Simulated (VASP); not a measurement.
# Li2O (Fm-3m) in VASP: a series of runs

Li2O is run at these levels: PBE, PBE+D3(BJ); tasks: single point.

Program: VASP 6.6.1. These are calculated values, not measurements. Logs are shortened: lines on timing, memory, paths and dates and some standing lists are left out, and cuts for length are marked.

### Step 1. The cell of the first run

The structure is cubic, space group Fm-3m (No. 225). Conventional cell: a = 4.654 Å, b = 4.654 Å, c = 4.654 Å, α = 90.00°, β = 90.00°, γ = 90.00°. Li (site symmetry -43m) has 4 O at 2.02 Å and 6 Li at 2.33 Å within 2.7 Å. Within 2.7 Å of O (site symmetry m-3m) lie 8 Li at 2.02 Å.

### Step 2. Single point, PBE, collinear spin, zero start

INCAR

```
SYSTEM = Li2O
PREC = Accurate
ENCUT = 750
EDIFF = 1E-6
ISMEAR = 0
SIGMA = 0.1
LREAL = .FALSE.
LASPH = .TRUE.
NELM = 200
ALGO = Normal
ISIF = 2
LWAVE = .FALSE.
LCHARG = .TRUE.
ISPIN = 2
MAGMOM = 0 0 0
LORBIT = 11
GGA = PE
LELF = .TRUE.
LVHAR = .TRUE.
NBANDS = 17
GGA_COMPAT = .FALSE.
```

KPOINTS

```
Automatic mesh
0
G
  6 6 6
  0 0 0
```

POSCAR

```
Li2O
1.0
    0.0000000000      2.3268543819      2.3268543819
    2.3268543819      0.0000000000      2.3268543819
    2.3268543819      2.3268543819      0.0000000000
Li O
2 1
Direct
    0.9590000000      1.3500000000      0.8120000000
    0.4590000000      0.8500000000      0.3120000000
    0.2090000000      0.6000000000      0.0620000000
```

Potentials or basis: VASP PAW PBE potentials, release 64 (Li_sv, O).

The run is started by

```bash
$ cat potpaw_PBE.64/Li_sv/POTCAR potpaw_PBE.64/O/POTCAR > POTCAR
$ mpirun -np 1 vasp_std > vasp.out
```

OUTCAR:

```text
SYSTEM = Li2O
   PREC = Accurate
   ENCUT = 750
   EDIFF = 1E-6
   ISMEAR = 0
   LREAL = .FALSE.
   LASPH = .TRUE.
   NELM = 200
   ISIF = 2
   ISPIN = 2
   LORBIT = 11
   GGA = PE

 ion  position               nearest neighbor table
   1  0.959  0.350  0.812-   3 2.02   3 2.02   3 2.02   3 2.02   2 2.33   2 2.33   2 2.33   2 2.33
                             2 2.33   2 2.33
   2  0.459  0.850  0.312-   3 2.02   3 2.02   3 2.02   3 2.02   1 2.33   1 2.33   1 2.33   1 2.33
                             1 2.33   1 2.33
   3  0.209  0.600  0.062-   1 2.02   1 2.02   1 2.02   1 2.02   2 2.02   2 2.02   2 2.02   2 2.02

  LATTYP: Found a face centered cubic cell.
 ALAT       =     4.6537087638

  Lattice vectors:

 A1 = (   0.0000000000,   2.3268543819,   2.3268543819)
 A2 = (   2.3268543819,   0.0000000000,   2.3268543819)
 A3 = (   2.3268543819,   2.3268543819,   0.0000000000)

Analysis of symmetry for initial positions (statically):
=====================================================================
 Subroutine PRICEL returns:
 Original cell was already a primitive cell.

 Routine SETGRP: Setting up the symmetry group for a
 face centered cubic supercell.

 Subroutine GETGRP returns: Found 48 space group operations
 (whereof  1 operations were pure point group operations)
 out of a pool of 48 trial point group operations.

The static configuration has the point symmetry C_1 .
 The point group associated with its full space group is O_h .

Analysis of symmetry for dynamics (positions and initial velocities):
=====================================================================
 Subroutine PRICEL returns:
 Original cell was already a primitive cell.

 Routine SETGRP: Setting up the symmetry group for a
 face centered cubic supercell.

 Subroutine GETGRP returns: Found 48 space group operations
 (whereof  1 operations were pure point group operations)
 out of a pool of 48 trial point group operations.

The dynamic configuration has the point symmetry C_1 .
 The point group associated with its full space group is O_h .

Analysis of structural, dynamic, and magnetic symmetry:
=====================================================================
 Subroutine PRICEL returns:
 Original cell was already a primitive cell.

 Routine SETGRP: Setting up the symmetry group for a
 face centered cubic supercell.

 Subroutine GETGRP returns: Found 48 space group operations
 (whereof  1 operations were pure point group operations)
 out of a pool of 48 trial point group operations.

The overall configuration has the point symmetry C_1 .
 The point group associated with its full space group is O_h .

 Subroutine INISYM returns: Found 48 space group operations
[... 124 lines left out ...]
  volume of cell :       25.20
 maximum number of plane-waves:      1211
 NGX is ok and might be reduce to    30
   NGX = 15   NGY = 15   NGZ = 15

 number of electron      12.0000000 magnetization       0.0000000

 number of electron      12.0000000 magnetization      -0.0000000

 Free energy of the ion-electron system (eV)
  ---------------------------------------------------
  ext. energy  EPLUGINS =         0.00000000
  ---------------------------------------------------
  free energy    TOTEN  =       -14.35433433 eV

  energy without entropy =      -14.35433433  energy(sigma->0) =      -14.35433433

 E-fermi :   1.7643     XC(G=0):  -9.6598

 val. band max:        1.2185214254   @ k =   0.0000   0.0000   0.0000
 cond. band min:       6.1545142917   @ k =   0.5000   0.5000   0.0000
 fundamental gap:      4.9359928663
 Fermi energy:         1.7643213577

 spin component 1

 k-point     1 :       0.0000    0.0000    0.0000
  band No.  band energies     occupation
      1     -41.8089      1.00000
      2     -41.5020      1.00000
      3     -14.1937      1.00000
      4       1.2185      1.00000
      5       1.2185      1.00000
      6       1.2185      1.00000
[... 296 lines left out ...]
      3     -13.9138      1.00000
      4      -0.4538      1.00000
      5      -0.3035      1.00000
      6      -0.1841      1.00000
[... 9 lines left out ...]
     16      27.2304      0.00000
     17      32.2375      0.00000
 Fermi energy:         1.7643213577

 spin component 2

 k-point     1 :       0.0000    0.0000    0.0000
  band No.  band energies     occupation
      1     -41.8089      1.00000
      2     -41.5020      1.00000
      3     -14.1937      1.00000
      4       1.2185      1.00000
      5       1.2185      1.00000
      6       1.2185      1.00000
[... 297 lines left out ...]
      4      -0.4538      1.00000
      5      -0.3035      1.00000
      6      -0.1841      1.00000
[... 9 lines left out ...]
     16      27.2304      0.00000
     17      32.2375      0.00000

------------------------ aborting loop because EDIFF is reached ----------------------------------------

  FORCE on cell =-STRESS in cart. coord.  units (eV):
  Direction    XX          YY          ZZ          XY          YZ          ZX
  --------------------------------------------------------------------------------------
  -------------------------------------------------------------------------------------
  Total       -0.2689525     -0.2689525     -0.2689525      0.0000000     -0.0000000      0.0000000
  in kB      -17.1020682    -17.1020682    -17.1020682      0.0000000     -0.0000000      0.0000000
  external PRESSURE =     -17.1020682 kB  Pullay stress =       0.0000000 kB

 VOLUME and BASIS-vectors are now :
 -----------------------------------------------------------------------------
  energy-cutoff  :      750.00
  volume of cell :       25.20
      direct lattice vectors                 reciprocal lattice vectors
     0.000000000  2.326854382  2.326854382    -0.214882377  0.214882377  0.214882377
     2.326854382  0.000000000  2.326854382     0.214882377 -0.214882377  0.214882377
     2.326854382  2.326854382  0.000000000     0.214882377  0.214882377 -0.214882377

 POSITION                                       TOTAL-FORCE (eV/Angst)
 -----------------------------------------------------------------------------------
      2.70380      4.12086      3.04585         0.000000      0.000000     -0.000000
      2.70380      1.79400      3.04585         0.000000      0.000000     -0.000000
      1.54038      0.63058      1.88243        -0.000000     -0.000000      0.000000
 -----------------------------------------------------------------------------------
    total drift:                                0.000009     -0.000007      0.000010

  FREE ENERGIE OF THE ION-ELECTRON SYSTEM (eV)
  ---------------------------------------------------
  free  energy   TOTEN  =       -14.3543343324 eV

  energy  without entropy=      -14.3543343324  energy(sigma->0) =      -14.35433433

 total charge

# of ion       s       p       d       tot
------------------------------------------
    1        2.034   0.079   0.000   2.114
    2        2.034   0.079   0.000   2.114
    3        1.530   3.492   0.000   5.023
--------------------------------------------------
tot          5.599   3.651   0.000   9.250

 magnetization (x)

# of ion       s       p       d       tot
------------------------------------------
    1       -0.000   0.000   0.000   0.000
    2       -0.000   0.000   0.000   0.000
    3        0.000  -0.000   0.000  -0.000
--------------------------------------------------
tot         -0.000   0.000   0.000   0.000
```

It took 51 s on 1 thread of Intel Xeon 8259CL, shared host; peak memory 0.18 GiB.

What came out:

```yaml
Free_energy: -14.3543 eV
Pressure: -1.7 GPa
Band_gap_on_the_k_mesh: 4.94 eV (least direct gap 5.11 eV)
Net_moment: 0.00 μB per cell
Valence_electrons_inside_the_program's_atomic_spheres: Li 2.11; O 5.02
```

A k mesh can miss the band edges.

### Step 3. Single point, PBE+D3(BJ)

INCAR

```
SYSTEM = Li2O
ALGO = Normal
EDIFF = 1E-6
ENCUT = 750
GGA = PE
GGA_COMPAT = .False.
ISIF = 2
ISMEAR = 0
ISYM = 0
IVDW = 12
LASPH = .True.
LCHARG = .False.
LREAL = .False.
LWAVE = .False.
NBANDS = 13
NELM = 120
PREC = Accurate
SIGMA = 0.1
```

KPOINTS

```
Automatic mesh
0
Gamma
  4 4 4
  0 0 0.5
```

POSCAR

```
Li2O
1.0
    0.0000000000      2.3268543819      2.3268543819
    2.3268543819      0.0000000000      2.3268543819
    2.3268543819      2.3268543819      0.0000000000
Li O
2 1
Direct
    0.7500000000      0.7500000000      0.7500000000
    0.2500000000      0.2500000000      0.2500000000
    0.0000000000      0.0000000000      0.0000000000
```

Potentials or basis: VASP PAW PBE potentials, release 64 (Li_sv, O).

The run is started by

```bash
$ cat potpaw_PBE.64/Li_sv/POTCAR potpaw_PBE.64/O/POTCAR > POTCAR
$ mpirun -np 1 vasp_std > vasp.out
```

Wall time 1.7 min (1 thread of Intel Xeon 8259CL, shared host); peak memory 0.21 GiB.

The run converged. Its results:

* Free energy: -15.1292 eV
* Pressure: -6.8 GPa
* Band gap on the k mesh: 5.58 eV (least direct gap 5.60 eV)
* Dispersion energy per atom: -0.258 eV

Levels at points of the mesh, in eV from the valence-band top:
```csv
k point,band 3,band 4,band 5,band 6,band 7,band 8,band 9,band 10
"(0.00, 0.00, 0.12)",-15.31,-0.43,0.00,0.00,5.60,11.88,12.09,12.09
```

Caveat: the k points lie up to 0.58 Å⁻¹ apart; a shifted mesh leaves out Γ, where band edges can lie. A k mesh can miss the band edges.

### Step 4. Single point, PBE, collinear spin, zero start

INCAR

```
SYSTEM = Li2O
PREC = Accurate ; ENCUT = 750
EDIFF = 1E-6 ; ISMEAR = 0
SIGMA = 0.01 ; LREAL = .FALSE.
LASPH = .TRUE. ; NELM = 200
ALGO = Normal ; ISIF = 2
LWAVE = .FALSE. ; LCHARG = .TRUE.
ISPIN = 2 ; MAGMOM = 0 0 0
LORBIT = 11 ; NUPDOWN = 0.0
GGA = PE ; LELF = .TRUE.
LVHAR = .TRUE. ; NBANDS = 17
ISYM = 0 ; GGA_COMPAT = .FALSE.
```

KPOINTS

```
regular mesh
0
G
  3 3 5
  0 0 0
```

POSCAR is that of step 3.

The run is started by

```bash
$ cat potpaw_PBE.64/Li_sv/POTCAR potpaw_PBE.64/O/POTCAR > POTCAR
$ mpirun -np 1 vasp_std > vasp.out
```

It took 61 s on 1 thread of Intel Xeon 8259CL, shared host; peak memory 0.19 GiB.

It converged, with:

```yaml
Free_energy: -14.3424 eV
Pressure: -1.6 GPa
Net_moment: 0.00 μB per cell
Valence_electrons_inside_the_program's_atomic_spheres: Li 2.11; O 5.02
```

Stress tensor (GPa, compression positive):
```
-1.61 -0.10  0.11
-0.10 -1.61  0.11
 0.11  0.11 -1.62
```

Caveat: the k points lie up to 0.76 Å⁻¹ apart; the total moment is fixed, so each spin has its own Fermi level.

### Step 5. Summary

```csv
level,spin,fixed moment (μB),k mesh,smearing,gap on the mesh (eV),pressure (GPa),moment (μB)
PBE,"collinear, zero start",-,6 × 6 × 6,gaussian 0.1 eV,4.94,-1.7,0.00
PBE+D3(BJ),off,-,"4 × 4 × 4, shifted",gaussian 0.1 eV,5.58,-6.8,-
PBE,"collinear, zero start",0.0,3 × 3 × 5,gaussian 0.01 eV,-,-1.6,0.00
```

Alike in all rows: task single point; potentials or basis VASP PAW PBE potentials, release 64 (Li_sv, O); cell as given; cutoff (eV) 750.

Caveats: some runs use coarse meshes; a shifted mesh leaves out Γ, where band edges can lie (at least some runs); the total moment is fixed, so each spin has its own Fermi level (at least some runs).

Total energies depend on the potentials used, so only differences within one code and one set of settings carry meaning.
